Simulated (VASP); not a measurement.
A run of VASP 6.6.1:

Contents of INCAR:

```
PREC = Accurate ; ENCUT = 600
EDIFF = 1E-7 ; ISMEAR = 1
SIGMA = 0.05 ; LREAL = False
LASPH = True ; NELM = 60
ALGO = Normal ; ISIF = 3
LWAVE = False ; LCHARG = False
GGA = PS ; IBRION = 2
NSW = 80 ; EDIFFG = -0.02
```

File KPOINTS:

```
regular mesh
0
Gamma
  6 6 6
```

The input POSCAR:

```
Rb
1.0
    4.8540720380     -0.0000000269     -0.0000000466
   -1.6180239873      4.5764630149     -0.0000000466
   -1.6180239873     -2.2882314403      3.9633332692
Rb
1
Direct
    0.0000000000      0.0000000000      0.0000000000
```

Potentials or basis: VASP PAW PBE potentials, release 64 (Rb_sv).

Launch:

```console
$ cat potpaw_PBE.64/Rb_sv/POTCAR > POTCAR
$ mpirun -np 1 vasp_std > vasp.out
```

Hardware: 1 thread of Intel Xeon 8259CL, with other jobs on the host.

Task: How long does it take, and how much memory?

Result: Wall time 18 s on 1 thread of Intel Xeon 8259CL, with other jobs on the host, peak memory 0.23 GiB. Counts: scf iterations 11, k points 16, ion steps 1.
